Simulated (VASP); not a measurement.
Runs of VASP 6.6.1 on CuAu3. The structure is that of space group Pm-3m (No. 221), or close to it. The cells are those of the table. 

```csv
cell,k mesh,gap on the mesh (eV),pressure (GPa)
"a = 4.091, b = 4.091, c = 3.880 Å, 4 atoms",14 × 14 × 14,none,(a)
"a = 4.011 Å, 4 atoms",10 × 10 × 10,none,(b)
"a = 3.851 Å, 4 atoms",14 × 14 × 14,none,27.3
"a = 4.091, b = 4.091, c = 3.963 Å, 4 atoms",14 × 14 × 14,none,-3.8
"a = 3.770 Å, 4 atoms",14 × 14 × 14,none,49.3
"a = 3.931 Å, 4 atoms",14 × 14 × 14,none,11.5
```

Alike in all rows: task single point; level r2SCAN; potentials or basis VASP PAW PBE potentials, release 64 (Cu, Au); no spin polarisation; cutoff (eV) 520; smearing gaussian 0.1 eV.

Question: Estimate the missing entries.

Answer: (a) -0.8; (b) 0.3.

Caveats: the PAW data sets were made with another functional, which shifts forces and pressure a little; spin-orbit coupling is left out, which moves the levels of the heavy elements; the cell stands under pressure (at least some runs); the cell stands under tension (at least some runs).

A k mesh can miss the band edges, and the runs leave out spin-orbit coupling on Au.

A gap of «none» marks levels without a gap at the run's occupations.
